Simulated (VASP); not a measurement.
Here is a VASP 6.6.1 calculation.

Contents of INCAR:

```
ALGO     = Normal         # electronic algorithm
EDIFF    = 1E-6           # SCF threshold, eV
ENCUT    = 520            # plane-wave cutoff, eV
GGA      = PE             # functional
ISIF     = 2              # what is computed and relaxed
ISMEAR   = 0              # smearing method
LASPH    = T              # aspherical terms in the spheres
LCHARG   = F              # write CHGCAR
LREAL    = F              # projectors in reciprocal space
LWAVE    = F              # write WAVECAR
NBANDS   = 32             # bands
NELM     = 100            # most SCF steps
PREC     = Accurate       # precision mode
SIGMA    = 0.03           # smearing width, eV
```

File KPOINTS:

```
k-points
0
Gamma
  10 10 6
```

File POSCAR:

```
Lu
1.0
    3.5070808964      0.0000000000      0.0000000000
   -1.7535404482      3.0372211494      0.0000000000
    0.0000000000      0.0000000000      5.4772888711
Lu
2
Direct
    0.3333333333      0.6666666667      0.2500000000
    0.6666666667      0.3333333333      0.7500000000
```

Potentials or basis: VASP PAW PBE potentials, release 64 (Lu).

Command:

```console
$ cat potpaw_PBE.64/Lu/POTCAR > POTCAR
$ mpirun -np 1 vasp_std > vasp.out
```

Question: Predict the band gap on the k mesh.

Answer: Zero (band 25 reaches 3.43 eV, above the bottom of band 26 at 1.60 eV).

Question: Predict the pressure.

Answer: 0.0 GPa.

Stress tensor (GPa, compression positive):
```
 0.26  0.00  0.00
 0.00  0.26  0.00
 0.00  0.00 -0.38
```

Caveat: spin-orbit coupling is left out, which moves the levels of the heavy elements.
